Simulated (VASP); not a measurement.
# Cu (Cmcm) in VASP: settings compared, part 2 of 2

VASP 6.6.1. The steps go on from the part before.

## 5. Single point, PBEsol

This run uses another cell than the first one, of 10.32 Å³/atom.

The input, INCAR:

```
SYSTEM = Cu
PREC     = Accurate       ! precision mode
ENCUT    = 520            ! plane-wave cutoff, eV
EDIFF    = 1E-7           ! SCF threshold, eV
ISMEAR   = -1             ! smearing method
SIGMA    = 0.05           ! smearing width, eV
LREAL    = .False.        ! projectors in reciprocal space
LASPH    = .True.         ! aspherical terms in the spheres
NELM     = 60             ! most SCF steps
ALGO     = Normal         ! electronic algorithm
ISIF     = 2              ! what is computed and relaxed
LWAVE    = .False.        ! write WAVECAR
LCHARG   = .True.         ! write CHGCAR
GGA      = PS             ! functional
LELF     = .True.         ! ELF
LVHAR    = .True.       
NBANDS   = 18             ! bands
```

The input, KPOINTS:

```
Automatic mesh
0
Gamma
  11 11 11
  0 0 0
```

The input, POSCAR:

```
Cu
1.0
    1.1539383522     -3.7849859378      0.0000000000
    1.1539383522      3.7849859378      0.0000000000
    0.0000000000      0.0000000000      2.3634364658
Cu
2
Direct
    0.8673461092      0.1326538908      0.7500000000
    0.1326538908      0.8673461092      0.2500000000
```

Potentials or basis: VASP PAW PBE potentials, release 64 (Cu).

Command:

```bash
$ cat potpaw_PBE.64/Cu/POTCAR > POTCAR
$ mpirun -np 1 vasp_std > vasp.out
```

OUTCAR:

```text
SYSTEM = Cu
   PREC = Accurate
   ENCUT = 520
   EDIFF = 1E-7
   ISMEAR = -1
   LREAL = .False.
   LASPH = .True.
   NELM = 60
   ISIF = 2
   GGA = PS

 ion  position               nearest neighbor table
   1  0.867  0.133  0.750-   2 2.33   2 2.33   2 2.43   2 2.43   2 2.43   2 2.43
   2  0.133  0.867  0.250-   1 2.33   1 2.33   1 2.43   1 2.43   1 2.43   1 2.43

  LATTYP: Found a base centered orthorhombic cell.
 ALAT       =     2.3078767044
 B/A-ratio  =     3.2800590522
 C/A-ratio  =     1.0240739730

  Lattice vectors:

 A1 = (   1.1539383522,  -3.7849859378,   0.0000000000)
 A2 = (   1.1539383522,   3.7849859378,   0.0000000000)
 A3 = (   0.0000000000,   0.0000000000,   2.3634364658)

Analysis of symmetry for initial positions (statically):
=====================================================================
 Subroutine PRICEL returns:
 Original cell was already a primitive cell.

 Routine SETGRP: Setting up the symmetry group for a
 base centered orthorhombic supercell.

 Subroutine GETGRP returns: Found  8 space group operations
 (whereof  4 operations were pure point group operations)
 out of a pool of  8 trial point group operations.

The static configuration has the point symmetry C_2h.
 The point group associated with its full space group is D_2h.

Analysis of symmetry for dynamics (positions and initial velocities):
=====================================================================
 Subroutine PRICEL returns:
 Original cell was already a primitive cell.

 Routine SETGRP: Setting up the symmetry group for a
 base centered orthorhombic supercell.

 Subroutine GETGRP returns: Found  8 space group operations
 (whereof  4 operations were pure point group operations)
 out of a pool of  8 trial point group operations.

The dynamic configuration has the point symmetry C_2h.
 The point group associated with its full space group is D_2h.

[... 114 lines left out ...]
   EFERMI_NEDOS =   21; number of points for ismear=-14 and -15
   IALGO  =     38    algorithm
   IMIX   =      4    mixing-type and parameters
     AMIX     =   0.40;   BMIX     =  1.00
     AMIX_MAG =   1.60;   BMIX_MAG =  1.00
  volume/ion in A,a.u.               =      10.32        69.66
  Fermi-wavevector in a.u.,A,eV,Ry     =   1.672151  3.159907 38.043093  2.796088
  Thomas-Fermi vector in A             =   2.757348
   LORBIT       =      0    0 simple, 1 ext, 2 COOP (PROOUT), +10 PAW based schemes
   GGA     = PS    functional components
   LHFCALC =     F    Hartree Fock is set to
   AEXX    =    0.0000 exact exchange contribution
   IVDW    =     0    specifies the selected vdW correction
   LEPSILON=     F    determine dielectric tensor
   LRPA    =     F    only Hartree local field effects (RPA)
 non-spin polarized calculation
  energy-cutoff  :      520.00
  volume of cell :       20.65
 maximum number of plane-waves:       573
 NGX is ok and might be reduce to    30
   NGX = 15   NGY = 15   NGZ =  9

 number of electron      22.0000006 magnetization

 Free energy of the ion-electron system (eV)
  ---------------------------------------------------
  ext. energy  EPLUGINS =         0.00000000
  ---------------------------------------------------
  free energy    TOTEN  =        -8.04004212 eV

  energy without entropy =       -8.03683757  energy(sigma->0) =       -8.03843984

 E-fermi :   9.1987     XC(G=0): -13.6799

 val. band max:        9.1859233160   @ k =   0.4545   0.1818   0.0000
 cond. band min:       9.2629198592   @ k =  -0.0909   0.0909   0.0909
 fundamental gap:      0.0769965433
 Fermi energy:         9.1986881621

 k-point     1 :       0.0000    0.0000    0.0000
  band No.  band energies     occupation
      1      -1.2668      2.00000
      2       3.2908      2.00000
      3       4.2171      2.00000
      4       4.7646      2.00000
      5       5.6535      2.00000
      6       6.0333      2.00000
[... 481 lines left out ...]
      5       5.7906      2.00000
      6       5.8771      2.00000
[... 10 lines left out ...]
     17      32.5836      0.00000
     18      32.8918      0.00000

 [... further k-points ...]

------------------------ aborting loop because EDIFF is reached ----------------------------------------

  FORCE on cell =-STRESS in cart. coord.  units (eV):
  Direction    XX          YY          ZZ          XY          YZ          ZX
  --------------------------------------------------------------------------------------
  -------------------------------------------------------------------------------------
  Total        3.9331397      3.9627558      3.9653073      0.0000000      0.0000000      0.0000000
  in kB      305.2313581    307.5297195    307.7277227      0.0000000      0.0000000      0.0000000
  external PRESSURE =     306.8296001 kB  Pullay stress =       0.0000000 kB

 VOLUME and BASIS-vectors are now :
 -----------------------------------------------------------------------------
  energy-cutoff  :      520.00
  volume of cell :       20.65
      direct lattice vectors                 reciprocal lattice vectors
     1.153938352 -3.784985938  0.000000000     0.433298710 -0.132100887  0.000000000
     1.153938352  3.784985938  0.000000000     0.433298710  0.132100887  0.000000000
     0.000000000  0.000000000  2.363436466     0.000000000  0.000000000  0.423112707

 POSITION                                       TOTAL-FORCE (eV/Angst)
 -----------------------------------------------------------------------------------
      1.15394     -2.78080      1.77258         0.000000     -0.009200      0.000000
      1.15394      2.78080      0.59086         0.000000      0.009200     -0.000000
 -----------------------------------------------------------------------------------
    total drift:                               -0.000000     -0.000000      0.000000

  FREE ENERGIE OF THE ION-ELECTRON SYSTEM (eV)
  ---------------------------------------------------
  free  energy   TOTEN  =        -8.0400421197 eV

  energy  without entropy=       -8.0368375674  energy(sigma->0) =       -8.03843984
```

Run time: 40 s. Hardware: 1 thread of Intel Xeon 6975P-C (Granite Rapids), shared host; peak memory 0.19 GiB.

Results:

```yaml
Free_energy: -8.0400 eV
Pressure: 30.7 GPa
Largest_force: 0.009 eV/Å
Band_gap_on_the_k_mesh: zero (bands 11 and 12 overlap by 5.86 eV)
```

Forces in eV/Å, atoms in the order of the input:
```
Cu   0.000 -0.009  0.000
Cu   0.000  0.009  0.000
```

Stress tensor (GPa, compression positive):
```
30.52  0.00  0.00
 0.00 30.75  0.00
 0.00  0.00 30.77
```

Caveat: the cell stands under pressure; the PAW data sets were made with another functional, which shifts forces and pressure a little.

## 6. Overview

| task | level | potentials or basis | cell | cutoff (eV) | gap on the mesh (eV) | pressure (GPa) | largest force (eV/Å) |
| --- | --- | --- | --- | --- | --- | --- | --- |
| relaxation of cell and atoms | LDA | VASP PAW LDA potentials, release 64 (Cu) | relaxed from a = 4.159, b = 4.159, c = 2.475 Å, angles 90.0, 90.0, 145.9°, 2 atoms, atomic positions A | 600 | none | 0.0 | 0.01 |
| relaxation of cell and atoms | PBEsol | VASP PAW PBE potentials, release 64 (Cu) | relaxed to 20 GPa from a = 4.159, b = 4.159, c = 2.475 Å, angles 90.0, 90.0, 145.9°, 2 atoms, atomic positions A | 600 | none | 20.0 | - |
| relaxation of cell and atoms | PBEsol | VASP PAW PBE potentials, release 64 (Cu) | relaxed to 30 GPa from a = 4.159, b = 4.159, c = 2.475 Å, angles 90.0, 90.0, 145.9°, 2 atoms, atomic positions A | 600 | none | 30.0 | - |
| single point | PBEsol | VASP PAW PBE potentials, release 64 (Cu) | a = 3.957, b = 3.957, c = 2.363 Å, angles 90.0, 90.0, 146.1°, 2 atoms, atomic positions B | 520 | none | 30.7 | 0.01 |

Alike in all rows: no spin polarisation; k mesh 11 × 11 × 11; smearing fermi-dirac 0.05 eV.

Caveats: the PAW data sets were made with another functional, which shifts forces and pressure a little (at least some runs); the cell is relaxed towards a set pressure, so the run minimises the enthalpy, not the energy (at least some runs); the cell stands under pressure (at least some runs).

Absolute energies hang on the potentials; compare differences alone.

The gap in the log of VASP goes by the Fermi energy; the results here count the filled bands.